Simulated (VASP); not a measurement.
A run of VASP 6.6.1 is set up as follows.

The input INCAR:

```
SYSTEM = Al
  ALGO = Fast
  EDIFF = 1E-7
  ENCUT = 520
  GGA = CA
  ISIF = 2
  ISMEAR = 0
  ISYM = 0
  LASPH = .TRUE.
  LCHARG = .FALSE.
  LREAL = .FALSE.
  LWAVE = .FALSE.
  NBANDS = 10
  NELM = 80
  PREC = Accurate
  SIGMA = 0.1
```

The input KPOINTS:

```
k-points
0
G
  9 6 24
  0 0 0
```

Contents of POSCAR:

```
Al
1.0
    3.9621891203      0.0000000000      0.0000000000
    0.0000000000      5.6033815906      0.0000000000
   -1.9810945601      1.4008453976      1.4175631019
Al
2
Direct
    0.0000000000      0.5000000000      0.0000000000
    0.0000000000      0.0000000000      0.0000000000
```

Potentials or basis: VASP PAW LDA potentials, release 64 (Al).

Launch:

```bash
$ cat potpaw_LDA.64/Al/POTCAR > POTCAR
$ mpirun -np 1 vasp_std > vasp.out
```

(1) What does it give for the band gap on the k mesh?

(2) Predict the pressure.

Answers

(1) zero (band 3 reaches 15.84 eV, above the bottom of band 4 at 4.31 eV).

(2) 0.6 GPa.
